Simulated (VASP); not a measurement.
Input of a VASP 6.6.1 run:

File INCAR:

```
SYSTEM = Te
PREC = Accurate
ENCUT = 520
EDIFF = 1E-6
ISMEAR = -1
SIGMA = 0.08
LREAL = .FALSE.
LASPH = .TRUE.
NELM = 100
ALGO = Normal
ISIF = 2
LWAVE = .FALSE.
LCHARG = .TRUE.
GGA = PE
LELF = .TRUE.
LVHAR = .TRUE.
NBANDS = 16
```

The input KPOINTS:

```
regular mesh
0
G
  8 8 11
  0 0 0
```

POSCAR

```
Te
1.0
    4.6871724466      0.0000000000      0.0000000000
   -2.3435862233      4.0592104107      0.0000000000
    0.0000000000      0.0000000000      2.7618378951
Te
3
Direct
    0.0000000000      0.0000000000      0.0000000000
    0.3333333333      0.6666666667      0.5000000000
    0.6666666667      0.3333333333      0.5000000000
```

Potentials or basis: VASP PAW PBE potentials, release 64 (Te).

Run with:

```sh
$ cat potpaw_PBE.64/Te/POTCAR > POTCAR
$ mpirun -np 1 vasp_std > vasp.out
```

**Question.** Predict the band gap on the k mesh.

**Answer.** Zero (bands 9 and 10 overlap by 9.14 eV).

**Question.** What does it give for the pressure?

**Answer.** 87.4 GPa.

Stress tensor (GPa, compression positive):
```
87.34  0.00  0.00
 0.00 87.34  0.00
 0.00  0.00 87.60
```

Caveat: the cell stands under pressure; spin-orbit coupling is left out, which moves the levels of the heavy elements.
